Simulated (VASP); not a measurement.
# CSe2 (Cmce) in VASP: single point with PBE

Aim: the single point of CSe2 with PBE.

Program: VASP 6.6.1. These are calculated values, not measurements. Logs are shortened: lines on timing, memory, paths and dates and some standing lists are left out, and cuts for length are marked.

## 1. The cell of the first run

Symmetry: Cmce, No. 64, orthorhombic system. Conventional cell: a = 7.140 Å, b = 5.990 Å, c = 9.463 Å, α = 90.00°, β = 90.00°, γ = 90.00°. C (site symmetry 2/m) has 2 Se at 1.71 Å within 2.3 Å. Se (site symmetry m) has 1 C at 1.71 Å within 2.3 Å.

## 2. Single point, PBE

Contents of INCAR:

```
SYSTEM = CSe2
ALGO = Normal ; EDIFF = 1E-6
ENCUT = 520 ; GGA = PE
ISIF = 2 ; ISMEAR = 0
LASPH = .TRUE. ; LCHARG = .FALSE.
LREAL = .FALSE. ; LWAVE = .FALSE.
NBANDS = 25 ; NELM = 60
PREC = Accurate ; SIGMA = 0.01
```

Contents of KPOINTS:

```
k-points
0
G
  4 4 2
  0 0 0
```

Contents of POSCAR:

```
CSe2
1.0
    3.5697670000     -2.9947800000      0.0000000000
    3.5697670000      2.9947800000      0.0000000000
    0.0000000000      0.0000000000      9.4626520000
C Se
2 4
Direct
    0.5000000000      0.5000000000      0.5000000000
    0.0000000000      0.0000000000      0.0000000000
    0.7124220000      0.2875780000      0.6206150000
    0.2875780000      0.7124220000      0.3793850000
    0.7875780000      0.2124220000      0.1206150000
    0.2124220000      0.7875780000      0.8793850000
```

Potentials or basis: VASP PAW PBE potentials, release 64 (C, Se).

Command:

```console
$ cat potpaw_PBE.64/C/POTCAR potpaw_PBE.64/Se/POTCAR > POTCAR
$ mpirun -np 1 vasp_std > vasp.out
```

OUTCAR:

```text
SYSTEM = CSe2
   EDIFF = 1E-6
   ENCUT = 520
   GGA = PE
   ISIF = 2
   ISMEAR = 0
   LASPH = .TRUE.
   LREAL = .FALSE.
   NELM = 60
   PREC = Accurate

 ion  position               nearest neighbor table
   1  0.500  0.500  0.500-   3 1.71   4 1.71
   2  0.000  0.000  0.000-   5 1.71   6 1.71
   3  0.712  0.288  0.621-   1 1.71
   4  0.288  0.712  0.379-   1 1.71
   5  0.788  0.212  0.121-   2 1.71
   6  0.212  0.788  0.879-   2 1.71

  LATTYP: Found a base centered orthorhombic cell.
 ALAT       =     5.9895600000
 B/A-ratio  =     1.1919964071
 C/A-ratio  =     1.5798576189

  Lattice vectors:

 A1 = (  -3.5697670000,  -2.9947800000,   0.0000000000)
 A2 = (   3.5697670000,  -2.9947800000,   0.0000000000)
 A3 = (   0.0000000000,   0.0000000000,   9.4626520000)

Analysis of symmetry for initial positions (statically):
=====================================================================
 Subroutine PRICEL returns:
 Original cell was already a primitive cell.

 Routine SETGRP: Setting up the symmetry group for a
 base centered orthorhombic supercell.

 Subroutine GETGRP returns: Found  8 space group operations
 (whereof  4 operations were pure point group operations)
 out of a pool of  8 trial point group operations.

The static configuration has the point symmetry C_2h.
 The point group associated with its full space group is D_2h.

Analysis of symmetry for dynamics (positions and initial velocities):
=====================================================================
 Subroutine PRICEL returns:
 Original cell was already a primitive cell.

 Routine SETGRP: Setting up the symmetry group for a
 base centered orthorhombic supercell.

 Subroutine GETGRP returns: Found  8 space group operations
 (whereof  4 operations were pure point group operations)
 out of a pool of  8 trial point group operations.

The dynamic configuration has the point symmetry C_2h.
 The point group associated with its full space group is D_2h.

 Subroutine INISYM returns: Found  8 space group operations
 (whereof  4 operations are pure point group operations),
 and found     1 'primitive' translations

----------------------------------------------------------------------------------------

                                     Primitive cell

  volume of cell :     202.3241

  direct lattice vectors                    reciprocal lattice vectors
[... 86 lines left out ...]
   EDIFFG = 0.1E-04   stopping-criterion for IOM
   NSW    =      0    number of steps for IOM
   IBRION =     -1    ionic relax: 0-MD 1-quasi-New 2-CG
   NFREE  =      0    steps in history (QN), initial steepest desc. (CG)
   ISIF   =      2    stress and relaxation
   ISYM   =      2    0-nonsym 1-usesym 2-fastsym
   POTIM  = 0.5000    time-step for ionic-motion
   TEBEG  =    0.0;   TEEND  =   0.0 temperature during run
   PSTRESS=    0.0 pullay stress
   NELECT =      32.0000    total number of electrons
   NUPDOWN=      -1.0000    fix difference up-down
   EMIN   =  10.00;   EMAX   =-10.00  energy-range for DOS
   EFERMI =   0.00;   METHOD = LEGACY
   ISMEAR =     0;   SIGMA  =   0.01  broadening in eV -4-tet -1-fermi 0-gaus
   EFERMI_NEDOS =   21; number of points for ismear=-14 and -15
   IALGO  =     38    algorithm
   IMIX   =      4    mixing-type and parameters
     AMIX     =   0.40;   BMIX     =  1.00
     AMIX_MAG =   1.60;   BMIX_MAG =  1.00
  volume/ion in A,a.u.               =      33.72       227.56
  Fermi-wavevector in a.u.,A,eV,Ry     =   0.885338  1.673046 10.664556  0.783823
  Thomas-Fermi vector in A             =   2.006358
   LORBIT       =      0    0 simple, 1 ext, 2 COOP (PROOUT), +10 PAW based schemes
   GGA     = PE    functional components
   LHFCALC =     F    Hartree Fock is set to
   AEXX    =    0.0000 exact exchange contribution
   IVDW    =     0    specifies the selected vdW correction
   LEPSILON=     F    determine dielectric tensor
   LRPA    =     F    only Hartree local field effects (RPA)
 non-spin polarized calculation
 Gauss-broadening in eV      SIGMA  =   0.01
  energy-cutoff  :      520.00
  volume of cell :      202.32
 maximum number of plane-waves:      5476
 NGX is ok and might be reduce to    36
   NGX = 17   NGY = 17   NGZ = 35

 number of electron      32.0000001 magnetization

 Free energy of the ion-electron system (eV)
  ---------------------------------------------------
  ext. energy  EPLUGINS =         0.00000000
  ---------------------------------------------------
  free energy    TOTEN  =       -28.46675452 eV

  energy without entropy =      -28.46675452  energy(sigma->0) =      -28.46675452

 E-fermi :  -0.8897     XC(G=0):  -7.0184

 val. band max:       -0.9372782690   @ k =   0.5000   0.5000   0.0000
 cond. band min:       1.4136146431   @ k =   0.0000   0.0000   0.0000
 fundamental gap:      2.3508929121
 Fermi energy:        -0.8897211954

 k-point     1 :       0.0000    0.0000    0.0000
  band No.  band energies     occupation
      1     -15.7336      2.00000
      2     -15.6226      2.00000
      3     -13.8631      2.00000
      4     -13.6974      2.00000
      5      -8.0995      2.00000
      6      -7.8307      2.00000
[... 381 lines left out ...]
     24       5.4208      0.00000
     25       7.2920      0.00000

------------------------ aborting loop because EDIFF is reached ----------------------------------------

  FORCE on cell =-STRESS in cart. coord.  units (eV):
  Direction    XX          YY          ZZ          XY          YZ          ZX
  --------------------------------------------------------------------------------------
  -------------------------------------------------------------------------------------
  Total        0.4208190      0.1956743      0.1947807      0.0000000     -0.0000000      0.0000000
  in kB        3.3324086      1.5495181      1.5424417      0.0000000     -0.0000000      0.0000000
  external PRESSURE =       2.1414561 kB  Pullay stress =       0.0000000 kB

 VOLUME and BASIS-vectors are now :
 -----------------------------------------------------------------------------
  energy-cutoff  :      520.00
  volume of cell :      202.32
      direct lattice vectors                 reciprocal lattice vectors
     3.569767000 -2.994780000  0.000000000     0.140065164 -0.166957172  0.000000000
     3.569767000  2.994780000  0.000000000     0.140065164  0.166957172  0.000000000
     0.000000000  0.000000000  9.462652000     0.000000000  0.000000000  0.105678619

 POSITION                                       TOTAL-FORCE (eV/Angst)
 -----------------------------------------------------------------------------------
      3.56977      0.00000      4.73133        -0.000000     -0.000000     -0.000000
      0.00000      0.00000      0.00000         0.000000      0.000000     -0.000000
      3.56977     -1.27231      5.87266        -0.000000      0.045966     -0.024401
      3.56977      1.27231      3.58999        -0.000000     -0.045966      0.024401
      3.56977     -1.72247      1.14134        -0.000000     -0.045966     -0.024401
      3.56977      1.72247      8.32131        -0.000000      0.045966      0.024401
 -----------------------------------------------------------------------------------
    total drift:                                0.000000     -0.000000      0.000000

  FREE ENERGIE OF THE ION-ELECTRON SYSTEM (eV)
  ---------------------------------------------------
  free  energy   TOTEN  =       -28.4667545235 eV

  energy  without entropy=      -28.4667545235  energy(sigma->0) =      -28.46675452
```

OSZICAR:

```text
N       E                     dE             d eps       ncg     rms          rms(c)
DAV:   1     0.171238546502E+03    0.17124E+03   -0.12199E+04   700   0.104E+03
DAV:   2    -0.125047001390E+02   -0.18374E+03   -0.17564E+03   966   0.181E+02
DAV:   3    -0.298552410359E+02   -0.17351E+02   -0.17143E+02   883   0.603E+01
DAV:   4    -0.302059331151E+02   -0.35069E+00   -0.35008E+00   895   0.101E+01
DAV:   5    -0.302133944247E+02   -0.74613E-02   -0.74600E-02   895   0.136E+00    0.141E+01
DAV:   6    -0.286799454389E+02    0.15334E+01   -0.46123E+00   838   0.135E+01    0.607E+00
DAV:   7    -0.284917777003E+02    0.18817E+00   -0.94160E-01   759   0.573E+00    0.472E+00
DAV:   8    -0.284886089204E+02    0.31688E-02   -0.28139E-01   869   0.243E+00    0.883E-01
DAV:   9    -0.284657003564E+02    0.22909E-01   -0.33237E-02   926   0.115E+00    0.280E-01
DAV:  10    -0.284668136354E+02   -0.11133E-02   -0.11416E-02   771   0.483E-01    0.979E-02
DAV:  11    -0.284667215802E+02    0.92055E-04   -0.17065E-04   942   0.757E-02    0.677E-02
DAV:  12    -0.284667496026E+02   -0.28022E-04   -0.18712E-04   770   0.730E-02    0.111E-02
DAV:  13    -0.284667546049E+02   -0.50024E-05   -0.52820E-06   912   0.125E-02    0.128E-02
DAV:  14    -0.284667545235E+02    0.81444E-07   -0.17010E-06   638   0.762E-03
   1 F= -.28466755E+02 E0= -.28466755E+02  d E =-.265426E-13
```

stdout:

```text
POSCAR found type information on POSCAR C Se
 POSCAR found :  2 types and       6 ions
 scaLAPACK will be used
 LDA part: xc-table for (Slater+PW92), standard interpolation
 POSCAR, INCAR and KPOINTS ok, starting setup
 FFT: planning ... GRIDC
 FFT: planning ... GRID_SOFT
 FFT: planning ... GRID
 WAVECAR not read
 entering main loop
```

Wall time 51 s (1 thread of Intel Xeon Platinum 8375C at 2.90GHz (Ice Lake), shared host); peak memory 0.28 GiB.

What came out:

* Free energy: -28.4668 eV
* Pressure: 0.2 GPa
* Largest force: 0.052 eV/Å
* Band gap on the k mesh: 2.35 eV, indirect (least direct gap 2.46 eV)

Forces in eV/Å, atoms in the order of the input:
```
C    0.000  0.000  0.000
C    0.000  0.000  0.000
Se   0.000  0.046 -0.024
Se   0.000 -0.046  0.024
Se   0.000 -0.046 -0.024
Se   0.000  0.046  0.024
```

Stress tensor (GPa, compression positive):
```
0.33 0.00 0.00
0.00 0.15 0.00
0.00 0.00 0.15
```

Levels at points of the mesh, in eV from the valence-band top:
```tsv
k point	band 13	band 14	band 15	band 16	band 17	band 18	band 19	band 20
(0.00, 0.00, 0.00)	-1.03	-0.77	-0.72	-0.38	2.35	2.59	2.88	3.29
(0.50, 0.00, 0.00)	-0.63	-0.63	-0.26	-0.26	2.51	2.51	2.82	2.82
(0.50, 0.50, 0.00)	-1.20	-0.96	-0.59	0.00	2.46	2.51	3.39	3.51
(0.00, 0.00, 0.50)	-0.87	-0.87	-0.56	-0.56	2.62	2.62	2.89	2.89
(0.50, 0.00, 0.50)	-0.73	-0.73	-0.22	-0.22	2.46	2.46	2.92	2.92
(0.50, 0.50, 0.50)	-0.92	-0.92	-0.50	-0.50	2.98	2.98	3.01	3.01
```
